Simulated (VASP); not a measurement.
Set up this calculation in VASP 6.6.1, as the native input.

```yaml
Task: single point
Functional: PBE
Potentials_or_basis: VASP PAW PBE potentials, release 64 (Ca_sv)
Cutoff: 520 eV
k_mesh: 7 × 7 × 7
Occupations: gaussian, width 0.05 eV
Spin: no spin polarisation
Dipole_correction: no
Further_INCAR_settings: ALGO = Normal; EDIFF = 1e-07; NBANDS = 11
```

The structure of Ca lies in POSCAR:

```
Ca
1.0
   -2.2052049036      2.2052049036      2.1961148100
    2.2052049036     -2.2052049036      2.1961148100
    2.2052049036      2.2052049036     -2.1961148100
Ca
1
Direct
    0.5000000000      0.5000000000      0.0000000000
```

These files were run (other wordings do the same):

INCAR

```
SYSTEM = Ca
PREC = Accurate
ENCUT = 520
EDIFF = 1E-7
ISMEAR = 0
SIGMA = 0.05
LREAL = .False.
LASPH = .True.
NELM = 100
ALGO = Normal
ISIF = 2
LWAVE = .False.
LCHARG = .False.
GGA = PE
NBANDS = 11
```

KPOINTS

```
Automatic mesh
0
Gamma
  7 7 7
  0 0 0
```

Potentials or basis: VASP PAW PBE potentials, release 64 (Ca_sv).

The run is started by

```sh
$ cat potpaw_PBE.64/Ca_sv/POTCAR > POTCAR
$ mpirun -np 1 vasp_std > vasp.out
```

Results of the run:

```
Pressure               : -0.2 GPa
Band gap on the k mesh : zero (band 5 reaches 2.19 eV, above the bottom of band 6 at 1.93 eV)
```

Wall time 20 s on 1 thread of Intel Xeon 6975P-C, with other jobs on the host, peak memory 0.16 GiB.
